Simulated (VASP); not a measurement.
# P (Pm-3m) in VASP: further runs

The runs below take P through single point, with PBEsol+D4.

All numbers are computed with VASP 6.6.1; they aren't measurements. Logs are shortened: lines on timing, memory, paths and dates and some standing lists are left out, and cuts for length are marked.

**1. The cell of the first run**

The structure is cubic, space group Pm-3m (No. 221). Conventional cell: a = 2.028 Å, b = 2.028 Å, c = 2.028 Å, α = 90.00°, β = 90.00°, γ = 90.00°. P (site symmetry m-3m) has 6 P at 2.03 Å within 2.7 Å.

This isn't the form of P at room conditions, which is orthorhombic.

**2. Single point, PBEsol+D4**

The input, INCAR:

```
PREC     = Accurate       # precision mode
ENCUT    = 500            # plane-wave cutoff, eV
EDIFF    = 1E-6           # SCF threshold, eV
ISMEAR   = 0              # smearing method
SIGMA    = 0.1            # smearing width, eV
LREAL    = F              # projectors in reciprocal space
LASPH    = T              # aspherical terms in the spheres
NELM     = 120            # most SCF steps
ALGO     = Normal         # electronic algorithm
ISIF     = 2              # what is computed and relaxed
LWAVE    = F              # write WAVECAR
LCHARG   = T              # write CHGCAR
GGA      = PS             # functional
IVDW     = 13             # dispersion correction
LELF     = T              # ELF
LVHAR    = T            
NBANDS   = 8              # bands
GGA_COMPAT= F
```

The input, KPOINTS:

```
regular mesh
0
Gamma
  8 8 8
```

The input, POSCAR:

```
P
1.0
    2.0277632661      0.0000000000      0.0000000000
    0.0000000000      2.0277632661      0.0000000000
    0.0000000000      0.0000000000      2.0277632661
P
1
Direct
    0.0000000000      0.0000000000      0.0000000000
```

Potentials or basis: VASP PAW PBE potentials, release 64 (P).

Command:

```console
> cat potpaw_PBE.64/P/POTCAR > POTCAR
> mpirun -np 1 vasp_std > vasp.out
```

OUTCAR:

```text
PREC = Accurate
   ENCUT = 500
   EDIFF = 1E-6
   ISMEAR = 0
   LREAL = F
   LASPH = T
   NELM = 120
   ISIF = 2
   GGA = PS
   IVDW = 13

 ion  position               nearest neighbor table
   1  0.000  0.000  0.000-

  LATTYP: Found a simple cubic cell.
 ALAT       =     2.0277632661

  Lattice vectors:

 A1 = (   2.0277632661,   0.0000000000,   0.0000000000)
 A2 = (   0.0000000000,   2.0277632661,   0.0000000000)
 A3 = (   0.0000000000,   0.0000000000,   2.0277632661)

Analysis of symmetry for initial positions (statically):
=====================================================================
 Subroutine PRICEL returns:
 Original cell was already a primitive cell.

 Routine SETGRP: Setting up the symmetry group for a
 simple cubic supercell.

 Subroutine GETGRP returns: Found 48 space group operations
 (whereof 48 operations were pure point group operations)
 out of a pool of 48 trial point group operations.

The static configuration has the point symmetry O_h .

Analysis of symmetry for dynamics (positions and initial velocities):
=====================================================================
 Subroutine PRICEL returns:
 Original cell was already a primitive cell.

 Routine SETGRP: Setting up the symmetry group for a
 simple cubic supercell.

 Subroutine GETGRP returns: Found 48 space group operations
 (whereof 48 operations were pure point group operations)
 out of a pool of 48 trial point group operations.

The dynamic configuration has the point symmetry O_h .

 Subroutine INISYM returns: Found 48 space group operations
 (whereof 48 operations are pure point group operations),
 and found     1 'primitive' translations

----------------------------------------------------------------------------------------

                                     Primitive cell

  volume of cell :       8.3378

  direct lattice vectors                    reciprocal lattice vectors
     2.027763266  0.000000000  0.000000000     0.493154214  0.000000000  0.000000000
     0.000000000  2.027763266  0.000000000     0.000000000  0.493154214  0.000000000
     0.000000000  0.000000000  2.027763266     0.000000000  0.000000000  0.493154214

  length of vectors
     2.027763266  2.027763266  2.027763266     0.493154214  0.493154214  0.493154214

  position of ions in fractional coordinates (direct lattice)
[... 78 lines left out ...]
   LREAL  =      F    real-space projection
   EDIFFG = 0.1E-04   stopping-criterion for IOM
   NSW    =      0    number of steps for IOM
   IBRION =     -1    ionic relax: 0-MD 1-quasi-New 2-CG
   NFREE  =      0    steps in history (QN), initial steepest desc. (CG)
   ISIF   =      2    stress and relaxation
   ISYM   =      2    0-nonsym 1-usesym 2-fastsym
   POTIM  = 0.5000    time-step for ionic-motion
   TEBEG  =    0.0;   TEEND  =   0.0 temperature during run
   PSTRESS=    0.0 pullay stress
   NELECT =       5.0000    total number of electrons
   NUPDOWN=      -1.0000    fix difference up-down
   EMIN   =  10.00;   EMAX   =-10.00  energy-range for DOS
   EFERMI =   0.00;   METHOD = LEGACY
   ISMEAR =     0;   SIGMA  =   0.10  broadening in eV -4-tet -1-fermi 0-gaus
   EFERMI_NEDOS =   21; number of points for ismear=-14 and -15
   IALGO  =     38    algorithm
   IMIX   =      4    mixing-type and parameters
     AMIX     =   0.40;   BMIX     =  1.00
     AMIX_MAG =   1.60;   BMIX_MAG =  1.00
  volume/ion in A,a.u.               =       8.34        56.27
  Fermi-wavevector in a.u.,A,eV,Ry     =   1.380536  2.608834 25.931048  1.905878
  Thomas-Fermi vector in A             =   2.505404
   LORBIT       =      0    0 simple, 1 ext, 2 COOP (PROOUT), +10 PAW based schemes
   GGA     = PS    functional components
   LHFCALC =     F    Hartree Fock is set to
   AEXX    =    0.0000 exact exchange contribution
   IVDW    =    13    specifies the selected vdW correction
   LEPSILON=     F    determine dielectric tensor
   LRPA    =     F    only Hartree local field effects (RPA)
 non-spin polarized calculation
 Gauss-broadening in eV      SIGMA  =   0.10
  energy-cutoff  :      500.00
  volume of cell :        8.34
 maximum number of plane-waves:       228
 NGX is ok and might be reduce to    16
   NGX =  7   NGY =  7   NGZ =  7

 number of electron       4.9999998 magnetization

 Free energy of the ion-electron system (eV)
  ---------------------------------------------------
  ext. energy  EPLUGINS =         0.00000000
  ---------------------------------------------------
  free energy    TOTEN  =        -3.35560069 eV

  energy without entropy =       -3.35302915  energy(sigma->0) =       -3.35431492

 E-fermi :  19.1683     XC(G=0): -13.9375

 val. band max:       19.0569567103   @ k =   0.3750   0.2500   0.0000
 cond. band min:      19.2727040672   @ k =   0.3750   0.2500   0.1250
 fundamental gap:      0.2157473569
 Fermi energy:        19.1682954013

 k-point     1 :       0.0000    0.0000    0.0000
  band No.  band energies     occupation
      1      -4.1032      2.00000
      2      25.2215      0.00000
      3      25.2215      0.00000
      4      28.2366      0.00000
      5      28.2366      0.00000
      6      28.2366      0.00000
      7      41.7589      0.00000
      8      53.2484      0.00000
[... 243 lines left out ...]
 k-point    24 :       0.5000    0.3750    0.1250
  band No.  band energies     occupation
      1       8.8323      2.00000
      2       9.6521      2.00000
      3      16.6017      2.00000
      4      19.3823      0.00248
      5      33.5837      0.00000
      6      34.7363      0.00000
      7      40.4746      0.00000
      8      47.2112      0.00000

 [... further k-points ...]

------------------------ aborting loop because EDIFF is reached ----------------------------------------

  DFT-D4 for vdW energy calculation

  Edisp (eV):   -0.46626

  FORCE on cell =-STRESS in cart. coord.  units (eV):
  Direction    XX          YY          ZZ          XY          YZ          ZX
  --------------------------------------------------------------------------------------
  -------------------------------------------------------------------------------------
  Total      10.38058    10.38058    10.38058    -0.00000     0.00000     0.00000
  in kB    1994.71361  1994.71361  1994.71361    -0.00000     0.00000     0.00000
  external pressure =     1994.71 kB  Pullay stress =        0.00 kB

 VOLUME and BASIS-vectors are now :
 -----------------------------------------------------------------------------
  energy-cutoff  :      500.00
  volume of cell :        8.34
      direct lattice vectors                 reciprocal lattice vectors
     2.027763266  0.000000000  0.000000000     0.493154214  0.000000000  0.000000000
     0.000000000  2.027763266  0.000000000     0.000000000  0.493154214  0.000000000
     0.000000000  0.000000000  2.027763266     0.000000000  0.000000000  0.493154214

 POSITION                                       TOTAL-FORCE (eV/Angst)
 -----------------------------------------------------------------------------------
      0.00000      0.00000      0.00000         0.000000      0.000000      0.000000
 -----------------------------------------------------------------------------------
    total drift:                                0.000000     -0.000000     -0.000000

  FREE ENERGIE OF THE ION-ELECTRON SYSTEM (eV)
  ---------------------------------------------------
  free  energy   TOTEN  =        -3.8218614727 eV

  energy  without entropy=       -3.8192899362  energy(sigma->0) =       -3.82057570
```

stdout:

```text
POSCAR found type information on POSCAR P
 POSCAR found :  1 types and       1 ions
 scaLAPACK will be used
 -----------------------------------------------------------------------------
|                                                                             |
|                                                                             |
|     You enforced a specific xc type in the INCAR file but a different       |
|     I HOPE YOU KNOW WHAT YOU ARE DOING!                                     |
|                                                                             |
 -----------------------------------------------------------------------------

 LDA part: xc-table for (Slater+PW92), standard interpolation
 POSCAR, INCAR and KPOINTS ok, starting setup
 FFT: planning ... GRIDC
 FFT: planning ... GRID_SOFT
 FFT: planning ... GRID
 WAVECAR not read
 entering main loop
```

Wall time 4.6 s (1 thread of Intel Xeon 8259CL, shared host); peak memory 0.11 GiB.

What came out:

| Quantity | Value |
| --- | --- |
| Free energy | -3.8219 eV |
| Pressure | 199.5 GPa |
| Band gap on the k mesh | zero (an odd number of electrons rules out a gap without spin polarisation) |
| Dispersion energy per atom | -0.466 eV |

Levels at points of the mesh, in eV from the Fermi level:
```
           k point  band 1  band 2  band 3  band 4  band 5  band 6
(0.00, 0.00, 0.00)  -23.27    6.05    6.05    9.07    9.07    9.07
(0.50, 0.00, 0.00)  -15.41  -14.27   10.17   15.18   15.18   17.36
(0.50, 0.50, 0.00)   -8.12   -8.12   -6.43   -3.22   21.43   21.60
(0.50, 0.50, 0.50)   -2.25   -2.25   -2.25    2.48    2.48    2.48
```

Caveat: the k points lie up to 0.39 Å⁻¹ apart, too coarse for converged energies and pressures of a metal; the PAW data sets were made with another functional, which shifts forces and pressure a little.

**3. Single point, PBEsol+D4**

This run uses another cell than the first one, of 16.75 Å³/atom.

The input, INCAR:

```
SYSTEM = P
PREC     = Accurate       ! precision mode
ENCUT    = 500            ! plane-wave cutoff, eV
EDIFF    = 1E-6           ! SCF threshold, eV
ISMEAR   = 0              ! smearing method
SIGMA    = 0.1            ! smearing width, eV
LREAL    = .FALSE.        ! projectors in reciprocal space
LASPH    = .TRUE.         ! aspherical terms in the spheres
NELM     = 120            ! most SCF steps
ALGO     = Normal         ! electronic algorithm
ISIF     = 2              ! what is computed and relaxed
LWAVE    = .FALSE.        ! write WAVECAR
LCHARG   = .FALSE.        ! write CHGCAR
GGA      = PS             ! functional
IVDW     = 13             ! dispersion correction
NBANDS   = 8              ! bands
GGA_COMPAT= .FALSE.
```

The input, KPOINTS:

```
Automatic mesh
0
G
  8 8 8
  0 0 0
```

The input, POSCAR:

```
P
1.0
    2.5585688000      0.0000000000      0.0000000000
    0.0000000000      2.5585688000      0.0000000000
    0.0000000000      0.0000000000      2.5585688000
P
1
Direct
    0.0000000000      0.0000000000      0.0000000000
```

Potentials or basis: VASP PAW PBE potentials, release 64 (P).

Command:

```console
> cat potpaw_PBE.64/P/POTCAR > POTCAR
> mpirun -np 1 vasp_std > vasp.out
```

OUTCAR:

```text
SYSTEM = P
   PREC = Accurate
   ENCUT = 500
   EDIFF = 1E-6
   ISMEAR = 0
   LREAL = .FALSE.
   LASPH = .TRUE.
   NELM = 120
   ISIF = 2
   GGA = PS
   IVDW = 13

 ion  position               nearest neighbor table
   1  0.000  0.000  0.000-

  LATTYP: Found a simple cubic cell.
 ALAT       =     2.5585688000

  Lattice vectors:

 A1 = (   2.5585688000,   0.0000000000,   0.0000000000)
 A2 = (   0.0000000000,   2.5585688000,   0.0000000000)
[... 443 lines left out ...]
      7      21.8323      0.00000
      8      25.0149      0.00000

 [... further k-points ...]

------------------------ aborting loop because EDIFF is reached ----------------------------------------

  DFT-D4 for vdW energy calculation

  Edisp (eV):   -0.24884

  FORCE on cell =-STRESS in cart. coord.  units (eV):
  Direction    XX          YY          ZZ          XY          YZ          ZX
  --------------------------------------------------------------------------------------
  -------------------------------------------------------------------------------------
  Total      -1.74519    -1.74519    -1.74519    -0.00000     0.00000    -0.00000
  in kB    -166.94085  -166.94085  -166.94085    -0.00000     0.00000    -0.00000
  external pressure =     -166.94 kB  Pullay stress =        0.00 kB

 VOLUME and BASIS-vectors are now :
 -----------------------------------------------------------------------------
  energy-cutoff  :      500.00
  volume of cell :       16.75
      direct lattice vectors                 reciprocal lattice vectors
     2.558568800  0.000000000  0.000000000     0.390843506  0.000000000  0.000000000
     0.000000000  2.558568800  0.000000000     0.000000000  0.390843506  0.000000000
     0.000000000  0.000000000  2.558568800     0.000000000  0.000000000  0.390843506

 POSITION                                       TOTAL-FORCE (eV/Angst)
 -----------------------------------------------------------------------------------
      0.00000      0.00000      0.00000         0.000000      0.000000      0.000000
 -----------------------------------------------------------------------------------
    total drift:                               -0.000000     -0.000000      0.000000

  FREE ENERGIE OF THE ION-ELECTRON SYSTEM (eV)
  ---------------------------------------------------
  free  energy   TOTEN  =        -5.8569101501 eV

  energy  without entropy=       -5.8502284861  energy(sigma->0) =       -5.85356932
```

Run time: 5.9 s. Hardware: 1 thread of Intel Xeon 8259CL, shared host; peak memory 0.11 GiB.

What came out:

```yaml
Free_energy: -5.8569 eV
Pressure: -16.7 GPa
Band_gap_on_the_k_mesh: zero (an odd number of electrons rules out a gap without spin polarisation)
Dispersion_energy_per_atom: -0.249 eV
```

Caveat: the cell stands under tension; the PAW data sets were made with another functional, which shifts forces and pressure a little.

**4. Single point, PBEsol+D4**

This run uses another cell than the first one, of 6.89 Å³/atom.

The input, INCAR:

```
ALGO = Normal
EDIFF = 1E-6
ENCUT = 500
GGA = PS
GGA_COMPAT = F
ISIF = 2
ISMEAR = 0
IVDW = 13
LASPH = T
LCHARG = F
LREAL = F
LWAVE = F
NBANDS = 8
NELM = 120
PREC = Accurate
SIGMA = 0.1
```

The input, KPOINTS:

```
k-points
0
Gamma
  20 20 20
```

The input, POSCAR:

```
P
1.0
    1.9032761810      0.0000000000      0.0000000000
    0.0000000000      1.9032761810      0.0000000000
    0.0000000000      0.0000000000      1.9032761810
P
1
Direct
    0.0000000000      0.0000000000      0.0000000000
```

Command:

```console
> cat potpaw_PBE.64/P/POTCAR > POTCAR
> mpirun -np 1 vasp_std > vasp.out
```

Run time: 13 s. Hardware: 1 thread of Intel Xeon 8259CL, shared host; peak memory 0.11 GiB.

The run converged. Its results:

* Free energy: -1.2981 eV
* Pressure: 398.4 GPa
* Band gap on the k mesh: zero (an odd number of electrons rules out a gap without spin polarisation)
* Dispersion energy per atom: -0.544 eV

Levels at points of the mesh, in eV from the Fermi level:
| k point | band 1 | band 2 | band 3 | band 4 | band 5 |
| --- | --- | --- | --- | --- | --- |
| (0.00, 0.00, 0.00) | -25.73 | 6.07 | 6.07 | 11.32 | 11.32 |
| (0.50, 0.00, 0.00) | -16.35 | -16.17 | 10.89 | 19.06 | 19.06 |
| (0.50, 0.50, 0.00) | -8.77 | -8.77 | -5.54 | -4.70 | 24.08 |
| (0.50, 0.50, 0.50) | -1.55 | -1.55 | -1.55 | 1.86 | 1.86 |

Caveat: the cell stands under pressure; the PAW data sets were made with another functional, which shifts forces and pressure a little.

**5. Single point, PBEsol+D4**

This run uses another cell than the first one, of 6.89 Å³/atom.

The input, INCAR:

```
SYSTEM = P
PREC = Accurate
ENCUT = 500
EDIFF = 1E-6
ISMEAR = 0
SIGMA = 0.1
LREAL = .FALSE.
LASPH = .TRUE.
NELM = 120
ALGO = Normal
ISIF = 2
LWAVE = .FALSE.
LCHARG = .FALSE.
GGA = PS
IVDW = 13
NBANDS = 8
GGA_COMPAT = .FALSE.
```

The input, KPOINTS:

```
Automatic mesh
0
G
  20 20 20
  0 0 0
```

POSCAR is that of step 4.

Command:

```console
> cat potpaw_PBE.64/P/POTCAR > POTCAR
> mpirun -np 1 vasp_std > vasp.out
```

Run time: 14 s. Hardware: 1 thread of Intel Xeon 8259CL, shared host; peak memory 0.11 GiB.

The run converged. Its results:

```yaml
Free_energy: -1.2981 eV
Pressure: 398.4 GPa
Band_gap_on_the_k_mesh: zero (an odd number of electrons rules out a gap without spin polarisation)
Dispersion_energy_per_atom: -0.544 eV
```

Levels at points of the mesh, in eV from the Fermi level:
```tsv
k point	band 1	band 2	band 3	band 4	band 5
(0.00, 0.00, 0.00)	-25.73	6.07	6.07	11.32	11.32
(0.50, 0.00, 0.00)	-16.35	-16.17	10.89	19.06	19.06
(0.50, 0.50, 0.00)	-8.77	-8.77	-5.54	-4.70	24.08
(0.50, 0.50, 0.50)	-1.55	-1.55	-1.55	1.86	1.86
```

Caveat: the cell stands under pressure; the PAW data sets were made with another functional, which shifts forces and pressure a little.

**6. The runs side by side**

```csv
cell,k mesh,gap on the mesh (eV),pressure (GPa)
"a = 2.028 Å, 1 atom",8 × 8 × 8,none,199.5
"a = 2.559 Å, 1 atom",8 × 8 × 8,none,-16.7
"a = 1.903 Å, 1 atom",20 × 20 × 20,none,398.4
```

Alike in all rows: task single point; level PBEsol+D4; potentials or basis VASP PAW PBE potentials, release 64 (P); no spin polarisation; cutoff (eV) 500; smearing gaussian 0.1 eV.

Caveats: some runs use coarse meshes; the PAW data sets were made with another functional, which shifts forces and pressure a little; the cell stands under tension (at least some runs); the cell stands under pressure (at least some runs).

Total energies depend on the potentials used, so only differences within one code and one set of settings carry meaning.

The gap in the log of VASP goes by the Fermi energy; the results here count the filled bands.